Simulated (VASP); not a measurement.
# Ga3Sb (I4/mmm) in VASP: single point with PBE+D3(BJ)

Aim: the single point of Ga3Sb with PBE+D3(BJ).

Program: VASP 6.6.1. These are calculated values, not measurements. Logs are shortened: lines on timing, memory, paths and dates and some standing lists are left out, and cuts for length are marked.

## (1) The cell of the first run

It takes space group I4/mmm (No. 139, tetragonal). Conventional cell: a = 4.494 Å, b = 4.494 Å, c = 8.271 Å, α = 90.00°, β = 90.00°, γ = 90.00°. Within 4.2 Å of Ga (site symmetry -4m2) lie 10 Ga at 3.05 to 4.14 Å and 4 Sb at 3.05 Å. Ga (site symmetry 4/mmm) has 8 Ga at 3.05 Å and 6 Sb at 3.18 to 4.14 Å within 4.2 Å. Within 4.2 Å of Sb (site symmetry 4/mmm) lie 14 Ga at 3.05 to 4.14 Å.

## (2) Single point, PBE+D3(BJ)

Input file INCAR:

```
SYSTEM = Ga3Sb
PREC = Accurate
ENCUT = 520
EDIFF = 1E-6
ISMEAR = 0
SIGMA = 0.15
LREAL = .FALSE.
LASPH = .TRUE.
NELM = 80
ALGO = Fast
ISIF = 2
LWAVE = .FALSE.
LCHARG = .TRUE.
GGA = PE
IVDW = 12
LELF = .TRUE.
LVHAR = .TRUE.
NBANDS = 30
```

Input file KPOINTS:

```
Automatic mesh
0
G
  14 14 14
  0 0 0
```

Input file POSCAR:

```
Ga3Sb
1.0
   -2.2469697480      2.2469697480      4.1353049644
    2.2469697480     -2.2469697480      4.1353049644
    2.2469697480      2.2469697480     -4.1353049644
Ga Sb
3 1
Direct
    0.7500000000      0.2500000000      0.5000000000
    0.2500000000      0.7500000000      0.5000000000
    0.5000000000      0.5000000000      0.0000000000
    0.0000000000      0.0000000000      0.0000000000
```

Potentials or basis: VASP PAW PBE potentials, release 64 (Ga_d, Sb).

The run is started by

```
$ cat potpaw_PBE.64/Ga_d/POTCAR potpaw_PBE.64/Sb/POTCAR > POTCAR
$ mpirun -np 1 vasp_std > vasp.out
```

OUTCAR:

```text
SYSTEM = Ga3Sb
   PREC = Accurate
   ENCUT = 520
   EDIFF = 1E-6
   ISMEAR = 0
   LREAL = .FALSE.
   LASPH = .TRUE.
   NELM = 80
   ISIF = 2
   GGA = PE
   IVDW = 12
 IVDW          = 12

 ion  position               nearest neighbor table
   1  0.750  0.250  0.500-   4 3.05   4 3.05   4 3.05   4 3.05
   2  0.250  0.750  0.500-   4 3.05   4 3.05   4 3.05   4 3.05
   3  0.500  0.500  0.000-   4 3.18   4 3.18   4 3.18   4 3.18
   4  0.000  0.000  0.000-   1 3.05   2 3.05   1 3.05   2 3.05   1 3.05   2 3.05   1 3.05   2 3.05
                             3 3.18   3 3.18   3 3.18   3 3.18

  LATTYP: Found a body centered tetragonal cell.
 ALAT       =     4.4939394960
 C/A-ratio  =     1.8403919181

  Lattice vectors:

 A1 = (  -2.2469697480,   2.2469697480,   4.1353049644)
 A2 = (   2.2469697480,  -2.2469697480,   4.1353049644)
 A3 = (   2.2469697480,   2.2469697480,  -4.1353049644)

Analysis of symmetry for initial positions (statically):
=====================================================================
 Subroutine PRICEL returns:
 Original cell was already a primitive cell.

 Routine SETGRP: Setting up the symmetry group for a
 body centered tetragonal supercell.

 Subroutine GETGRP returns: Found 16 space group operations
 (whereof 16 operations were pure point group operations)
 out of a pool of 16 trial point group operations.

The static configuration has the point symmetry D_4h.

Analysis of symmetry for dynamics (positions and initial velocities):
=====================================================================
 Subroutine PRICEL returns:
 Original cell was already a primitive cell.

 Routine SETGRP: Setting up the symmetry group for a
 body centered tetragonal supercell.

 Subroutine GETGRP returns: Found 16 space group operations
 (whereof 16 operations were pure point group operations)
 out of a pool of 16 trial point group operations.

The dynamic configuration has the point symmetry D_4h.

 Subroutine INISYM returns: Found 16 space group operations
 (whereof 16 operations are pure point group operations),
 and found     1 'primitive' translations

----------------------------------------------------------------------------------------

                                     Primitive cell

  volume of cell :      83.5145

  direct lattice vectors                    reciprocal lattice vectors
    -2.246969748  2.246969748  4.135304964     0.000000000  0.222521910  0.120910067
     2.246969748 -2.246969748  4.135304964     0.222521910  0.000000000  0.120910067
     2.246969748  2.246969748 -4.135304964     0.222521910  0.222521910  0.000000000

  length of vectors
     5.215217469  5.215217469  5.215217469     0.253249373  0.253249373  0.314693503

  position of ions in fractional coordinates (direct lattice)
     0.750000000  0.250000000  0.500000000
     0.250000000  0.750000000  0.500000000
     0.500000000  0.500000000  0.000000000
     0.000000000  0.000000000  0.000000000

  ion indices of the primitive-cell ions
   primitive index   ion index
                 1           1
                 2           2
                 3           3
                 4           4

----------------------------------------------------------------------------------------

 KPOINTS: Automatic mesh

Automatic generation of k-mesh.
 Grid dimensions read from file:
 generate k-points for:   14   14   14

 Generating k-lattice:

  Cartesian coordinates                     Fractional coordinates (reciprocal lattice)
     0.000000000  0.015894422  0.008636433     0.071428571  0.000000000  0.000000000
     0.015894422  0.000000000  0.008636433     0.000000000  0.071428571  0.000000000
     0.015894422  0.015894422  0.000000000     0.000000000  0.000000000  0.071428571

  Length of vectors
     0.018089241  0.018089241  0.022478107

  Shift w.r.t. Gamma in fractional coordinates (k-lattice)
     0.000000000  0.000000000  0.000000000

 Subroutine IBZKPT returns following result:
 ===========================================

 Found    244 irreducible k-points:

 Following reciprocal coordinates:
            Coordinates               Weight
  0.000000  0.000000  0.000000      1.000000
  0.071429 -0.000000  0.000000      8.000000
  0.142857  0.000000  0.000000      8.000000
  0.214286 -0.000000  0.000000      8.000000
  0.285714 -0.000000  0.000000      8.000000
  0.357143  0.000000 -0.000000      8.000000
[... 16 lines left out ...]
  0.214286  0.142857  0.000000     16.000000
  0.285714  0.142857  0.000000     16.000000
 [... further k-points ...]
   k-points           NKPTS =    244   k-points in BZ     NKDIM =    244   number of bands    NBANDS=     30
   number of dos      NEDOS =    301   number of ions     NIONS =      4
   total plane-waves  NPLWV =  64000
   dimension x,y,z NGX =    40 NGY =   40 NGZ =   40
   dimension x,y,z NGXF=    80 NGYF=   80 NGZF=   80
   ions per type =               3   1
   NGX,Y,Z   is equivalent  to a cutoff of  12.75, 12.75, 12.75 a.u.
   NGXF,Y,Z  is equivalent  to a cutoff of  25.50, 25.50, 25.50 a.u.
 SYSTEM =  Ga3Sb
   PREC   = accura    normal or accurate (medium, high low for compatibility)
   ISTART =      0    job   : 0-new  1-cont  2-samecut
   ICHARG =      2    charge: 1-file 2-atom 10-const
   ISPIN  =      1    spin polarized calculation?
   LNONCOLLINEAR =      F non collinear calculations
   LSORBIT =      F    spin-orbit coupling
   LASPH  =      T    aspherical Exc in radial PAW
   ENCUT  =  520.0 eV  38.22 Ry    6.18 a.u.   9.70  9.70  9.70*2*pi/ulx,y,z
   NELM   =     80;   NELMIN=  2; NELMDL= -5     # of ELM steps
   EDIFF  = 0.1E-05   stopping-criterion for ELM
   LREAL  =      F    real-space projection
   EDIFFG = 0.1E-04   stopping-criterion for IOM
   NSW    =      0    number of steps for IOM
   IBRION =     -1    ionic relax: 0-MD 1-quasi-New 2-CG
   NFREE  =      0    steps in history (QN), initial steepest desc. (CG)
   ISIF   =      2    stress and relaxation
   ISYM   =      2    0-nonsym 1-usesym 2-fastsym
   POTIM  = 0.5000    time-step for ionic-motion
   TEBEG  =    0.0;   TEEND  =   0.0 temperature during run
   PSTRESS=    0.0 pullay stress
   NELECT =      44.0000    total number of electrons
   NUPDOWN=      -1.0000    fix difference up-down
   EMIN   =  10.00;   EMAX   =-10.00  energy-range for DOS
   EFERMI =   0.00;   METHOD = LEGACY
   ISMEAR =     0;   SIGMA  =   0.15  broadening in eV -4-tet -1-fermi 0-gaus
   EFERMI_NEDOS =   21; number of points for ismear=-14 and -15
   IALGO  =     68    algorithm
   IMIX   =      4    mixing-type and parameters
     AMIX     =   0.40;   BMIX     =  1.00
     AMIX_MAG =   1.60;   BMIX_MAG =  1.00
  volume/ion in A,a.u.               =      20.88       140.90
  Fermi-wavevector in a.u.,A,eV,Ry     =   1.322224  2.498641 23.786746  1.748277
  Thomas-Fermi vector in A             =   2.451921
   LORBIT       =      0    0 simple, 1 ext, 2 COOP (PROOUT), +10 PAW based schemes
   GGA     = PE    functional components
   LHFCALC =     F    Hartree Fock is set to
   AEXX    =    0.0000 exact exchange contribution
   IVDW    =    12    specifies the selected vdW correction
   LEPSILON=     F    determine dielectric tensor
   LRPA    =     F    only Hartree local field effects (RPA)
 non-spin polarized calculation
 RMM-DIIS sequential band-by-band and
 Gauss-broadening in eV      SIGMA  =   0.15
  energy-cutoff  :      520.00
  volume of cell :       83.51
 maximum number of plane-waves:      2299
   NGX = 19   NGY = 19   NGZ = 19

 number of electron      43.9999985 magnetization

 Free energy of the ion-electron system (eV)
  ---------------------------------------------------
  ext. energy  EPLUGINS =         0.00000000
  ---------------------------------------------------
  free energy    TOTEN  =       -12.55629621 eV

  energy without entropy =      -12.54161687  energy(sigma->0) =      -12.54895654

 E-fermi :   6.5955     XC(G=0): -10.7550

 val. band max:        6.5954178053   @ k =  -0.1429   0.3571   0.1429
 cond. band min:       6.6085163335   @ k =  -0.2857   0.3571   0.2857
 fundamental gap:      0.0130985283
 Fermi energy:         6.5955021754

 k-point     1 :       0.0000    0.0000    0.0000
  band No.  band energies     occupation
      1      -8.4082      2.00000
      2      -8.3785      2.00000
      3      -8.3549      2.00000
      4      -8.3420      2.00000
      5      -8.3420      2.00000
      6      -8.3244      2.00000
[... 22 lines left out ...]
     29      12.6372      0.00000
     30      12.9876      0.00000

 k-point     2 :       0.0714   -0.0000    0.0000
  band No.  band energies     occupation
      1      -8.4058      2.00000
      2      -8.3779      2.00000
      3      -8.3569      2.00000
      4      -8.3471      2.00000
      5      -8.3410      2.00000
      6      -8.3253      2.00000
[... 22 lines left out ...]
     29      12.9706      0.00000
     30      13.3219      0.00000

 k-point     3 :       0.1429    0.0000    0.0000
  band No.  band energies     occupation
      1      -8.3988      2.00000
      2      -8.3780      2.00000
      3      -8.3567      2.00000
      4      -8.3566      2.00000
      5      -8.3413      2.00000
      6      -8.3218      2.00000
[... 22 lines left out ...]
     29      13.7867      0.00000
     30      14.1457      0.00000

 k-point     4 :       0.2143   -0.0000    0.0000
  band No.  band energies     occupation
      1      -8.3878      2.00000
      2      -8.3797      2.00000
      3      -8.3659      2.00000
      4      -8.3498      2.00000
      5      -8.3426      2.00000
      6      -8.3141      2.00000
[... 22 lines left out ...]
     29      13.9698      0.00000
     30      14.7011      0.00000

 k-point     5 :       0.2857   -0.0000    0.0000
  band No.  band energies     occupation
      1      -8.3794      2.00000
      2      -8.3781      2.00000
      3      -8.3693      2.00000
      4      -8.3439      2.00000
      5      -8.3379      2.00000
      6      -8.3049      2.00000
[... 22 lines left out ...]
     29      12.7861      0.00000
     30      13.4743      0.00000
[... 526 lines left out ...]
     29      12.8419      0.00000
     30      13.8906      0.00000

 k-point    22 :       0.1429    0.1429    0.0000
  band No.  band energies     occupation
      1      -8.3947      2.00000
      2      -8.3844      2.00000
      3      -8.3625      2.00000
      4      -8.3590      2.00000
      5      -8.3309      2.00000
      6      -8.3301      2.00000
[... 22 lines left out ...]
     29      12.8623      0.00000
     30      13.2577      0.00000

 k-point    23 :       0.2143    0.1429    0.0000
  band No.  band energies     occupation
      1      -8.3965      2.00000
      2      -8.3781      2.00000
      3      -8.3660      2.00000
      4      -8.3519      2.00000
      5      -8.3352      2.00000
      6      -8.3188      2.00000
[... 22 lines left out ...]
     29      11.6351      0.00000
     30      13.8136      0.00000

 k-point    24 :       0.2857    0.1429    0.0000
  band No.  band energies     occupation
      1      -8.3972      2.00000
      2      -8.3696      2.00000
      3      -8.3651      2.00000
      4      -8.3441      2.00000
      5      -8.3370      2.00000
      6      -8.3057      2.00000
[... 22 lines left out ...]
     29      12.1195      0.00000
     30      14.1236      0.00000

 [... further k-points ...]

------------------------ aborting loop because EDIFF is reached ----------------------------------------

 Edisp (eV)   -1.42760

 E8    (eV) :    -0.6629

  FORCE on cell =-STRESS in cart. coord.  units (eV):
  Direction    XX          YY          ZZ          XY          YZ          ZX
  --------------------------------------------------------------------------------------
  -------------------------------------------------------------------------------------
  Total      -0.01347    -0.01347    -0.03018     0.00000    -0.00000     0.00000
  in kB      -0.25848    -0.25848    -0.57896     0.00000    -0.00000     0.00000
  external pressure =       -0.37 kB  Pullay stress =        0.00 kB

 VOLUME and BASIS-vectors are now :
 -----------------------------------------------------------------------------
  energy-cutoff  :      520.00
  volume of cell :       83.51
      direct lattice vectors                 reciprocal lattice vectors
    -2.246969748  2.246969748  4.135304964     0.000000000  0.222521910  0.120910067
     2.246969748 -2.246969748  4.135304964     0.222521910  0.000000000  0.120910067
     2.246969748  2.246969748 -4.135304964     0.222521910  0.222521910  0.000000000

 POSITION                                       TOTAL-FORCE (eV/Angst)
 -----------------------------------------------------------------------------------
     -0.00000      2.24697      2.06765        -0.000000     -0.000000     -0.000000
      2.24697     -0.00000      2.06765         0.000000      0.000000      0.000000
      0.00000      0.00000      4.13530        -0.000000      0.000000      0.000000
      0.00000      0.00000      0.00000        -0.000000      0.000000      0.000000
 -----------------------------------------------------------------------------------
    total drift:                               -0.000000     -0.000000      0.000000

  FREE ENERGIE OF THE ION-ELECTRON SYSTEM (eV)
  ---------------------------------------------------
  free  energy   TOTEN  =       -13.9838974680 eV

  energy  without entropy=      -13.9692181209  energy(sigma->0) =      -13.97655779
```

Run time: 12 min. Hardware: 1 thread of Intel Xeon Platinum 8259CL at 2.50GHz (Skylake/Cascade Lake), shared host; peak memory 0.63 GiB.

What came out:

```yaml
Free_energy: -13.9839 eV
Pressure: 0.0 GPa
Band_gap_on_the_k_mesh: zero (bands 22 and 23 overlap by 4.58 eV)
Dispersion_energy_per_atom: -0.357 eV
```

Levels at points of the mesh, in eV from the Fermi level:
```
           k point  band 20  band 21  band 22  band 23  band 24  band 25
(0.00, 0.00, 0.00)    -2.09    -1.99    -1.99    -0.62    -0.62     0.11
(0.50, 0.00, 0.00)    -1.80    -1.41    -1.02    -0.44     1.99     3.00
(0.50, 0.50, 0.00)    -4.94    -4.53     1.02     1.18     1.65     1.80
(0.50, 0.50, 0.50)    -3.80    -3.50     2.75     3.81     3.81     4.18
```

Caveat: spin-orbit coupling is left out, which moves the levels of the heavy elements.
